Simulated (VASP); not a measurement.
Crystal: LuHg.

```
CELL_PARAMETERS angstrom
3.70073 0.00000 0.00000
0.00000 3.70073 0.00000
0.00000 0.00000 3.70073
ATOMIC_POSITIONS crystal
Lu 0.50000 0.50000 0.50000
Hg 0.00000 0.00000 0.00000
```

| Quantity | Value |
| --- | --- |
| Program | VASP 6.6.1 |
| Task | relaxation of cell and atoms |
| Functional | LDA |
| Potentials or basis | VASP PAW PBE potentials, release 64 (Lu, Hg) |
| Cutoff | 600 eV |
| k mesh | 9 × 9 × 9 |
| Occupations | fermi-dirac, width 0.05 eV |
| Spin | no spin polarisation |

At the start: pressure -8.3 GPa; volume 25.34 Å³/atom.

Where does the relaxation end?

Over 6 steps the energy falls by 82.9 meV/atom and the volume is 22.48 Å³/atom (-11.3 %); space group Pm-3m (No. 221, to 0.1 Å) before and after.

Step by step:
```csv
step,energy change (eV),largest force (eV/Å),pressure (GPa),volume (Å³)
1,0.0000,0.0000,-8.25,50.68
2,-0.0908,0.0000,7.67,41.70
3,-0.1657,0.0000,-0.18,44.98
4,-0.1657,0.0000,0.38,44.87
5,-0.1653,0.0000,-0.56,45.19
6,-0.1657,0.0000,-0.02,44.95
```

Final structure:
```
Lu Hg
1.0
     3.55565    0.00000    0.00000
     0.00000    3.55565    0.00000
     0.00000    0.00000    3.55565
Lu Hg
1 1
Direct
  0.50000 0.50000 0.50000
  0.00000 0.00000 0.00000
```

Caveat: the PAW data sets were made with another functional, which shifts forces and pressure a little.
